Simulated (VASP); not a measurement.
Input of a VASP 6.6.1 run:

The input INCAR:

```
SYSTEM = PtSe2
PREC = Accurate
ENCUT = 400
EDIFF = 1E-6
ISMEAR = 0
SIGMA = 0.02
LREAL = .FALSE.
LASPH = .TRUE.
NELM = 120
ALGO = Normal
ISIF = 2
LWAVE = .FALSE.
LCHARG = .FALSE.
LDIPOL = .TRUE.
IDIPOL = 3
DIPOL = 0.5 0.5 0.500
GGA = PE
IVDW = 12
NBANDS = 18
GGA_COMPAT = .FALSE.
NELMDL = -8
```

Contents of KPOINTS:

```
Automatic mesh
0
G
  9 9 1
  0 0 0
```

Contents of POSCAR:

```
PtSe2
1.0
    3.7560000000      0.0000000000      0.0000000000
   -1.8780000000      3.2527914166      0.0000000000
    0.0000000000      0.0000000000     31.1212903780
Se Pt
2 1
Direct
    0.6666666667      0.3333333333      0.4574407107
    0.3333333333      0.6666666667      0.5425592893
    0.0000000000      0.0000000000      0.5000000000
```

Potentials or basis: VASP PAW PBE potentials, release 64 (Se, Pt).

The run is started by

```console
$ cat potpaw_PBE.64/Se/POTCAR potpaw_PBE.64/Pt/POTCAR > POTCAR
$ mpirun -np 1 vasp_std > vasp.out
```

Question: Predict the band gap on the k mesh.

Answer: 1.34 eV (least direct gap 1.51 eV).

Question: Estimate the dispersion energy per atom.

Answer: -0.291 eV.

Forces on the atoms (eV/Å):
```
Se   0.000  0.000  0.303
Se   0.000  0.000 -0.303
Pt   0.000  0.000  0.000
```

Caveat: spin-orbit coupling is left out, which moves the levels of the heavy elements.
